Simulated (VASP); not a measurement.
Set up this calculation in VASP 6.6.1, as the native input.

```
Task                   : single point
Functional             : PBE
Potentials or basis    : VASP PAW PBE potentials, release 64 (In_d, O)
Cutoff                 : 520 eV
k mesh                 : 9 × 9 × 4
Occupations            : gaussian, width 0.01 eV
Spin                   : no spin polarisation
Dipole correction      : no
Further INCAR settings : ALGO = Normal; EDIFF = 1e-06; NBANDS = 30
```

The structure of In2O3 lies in POSCAR:

```
In2O3
1.0
    3.3641514994      0.0000000000      0.0000000000
   -1.6820757497      2.9134406606      0.0000000000
    0.0000000000      0.0000000000      6.2343755667
In O
2 3
Direct
    0.3333333333      0.6666666667      0.2315476735
    0.6666666667      0.3333333333      0.7684523265
    0.0000000000      0.0000000000      0.0000000000
    0.3333333333      0.6666666667      0.6577844869
    0.6666666667      0.3333333333      0.3422155131
```

The input as run:

INCAR

```
SYSTEM = In2O3
PREC = Accurate
ENCUT = 520
EDIFF = 1E-6
ISMEAR = 0
SIGMA = 0.01
LREAL = .False.
LASPH = .True.
NELM = 80
ALGO = Normal
ISIF = 2
LWAVE = .False.
LCHARG = .True.
GGA = PE
LELF = .True.
LVHAR = .True.
NBANDS = 30
```

KPOINTS

```
regular mesh
0
Gamma
  9 9 4
  0 0 0
```

Potentials or basis: VASP PAW PBE potentials, release 64 (In_d, O).

Run with:

```sh
$ cat potpaw_PBE.64/In_d/POTCAR potpaw_PBE.64/O/POTCAR > POTCAR
$ mpirun -np 1 vasp_std > vasp.out
```

Results of the run:

The pressure is 11.4 GPa, the largest force is 0.425 eV/Å and the band gap on the k mesh is 0.93 eV.

Caveat: the stress differs along the axes, from 8 to 13 GPa; spin-orbit coupling is left out, which moves the levels of the heavy elements.

It took 55 s on 1 thread of Intel(R) Xeon(R) Platinum 8488C (Sapphire Rapids), on a shared host, peak memory 0.22 GiB.
